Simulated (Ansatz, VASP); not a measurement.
# RuBr2: VASP beside Ansatz

```
Ru Br
1.0
     3.32428   -2.03785    0.00000
     3.32428    2.03785    0.00000
    -0.00327    0.00000    4.68793
Ru Br
1 2
Cartesian
  0.0000 0.0000 0.0000
  4.5726 0.0000 1.3543
  2.0727 0.0000 3.3336
```

Alike in both runs: task single point; functional r2SCAN; k mesh 6 × 6 × 4; occupations gaussian, width 0.05 eV; collinear spin; Hubbard terms Ru d U = 2.0 eV, J = 0.5 eV.

```csv
,VASP,Ansatz
version,VASP 6.6.1,Ansatz 0.2.0
potentials or method,"VASP PAW PBE potentials, release 64 (Ru_pv, Br), cutoff 520 eV","scalar-relativistic, plane waves, PAW"
valence electrons in the cell,28,30
```

Ansatz gave:

* gap on the k mesh at the Fermi level (eV): none
* pressure (GPa): 9.4
* traceless stress, the component that is largest in VASP (GPa): 3.28
* rms of the force components (eV/Å): 0.769
* net moment per atom (μB): 0.67
* size of the moment on the site where the two differ most (μB): 1.64

Question: Estimate VASP's values.

Answer: gap on the k mesh at the Fermi level (eV): none; pressure (GPa): 9.5; traceless stress, the component that is largest in VASP (GPa): 3.59; rms of the force components (eV/Å): 0.769; net moment per atom (μB): 0.67; size of the moment on the site where the two differ most (μB): 1.80.

VASP's potentials were made for PBE, not for r2SCAN. Site moments also hang on the region over which each program counts them. The programs project onto different local orbitals, so the same U acts differently, and such runs can settle in different states. Atom by atom the forces differ by 0.006 eV/Å (rms over components). A gap of «none» marks a metal or a gap that the smearing closes. VASP's potentials hold 28 valence electrons a cell and Ansatz's 30, so a difference there can come from the potentials and not from the codes. Ansatz's warnings: filled band counts differ across k points, stability check not made.
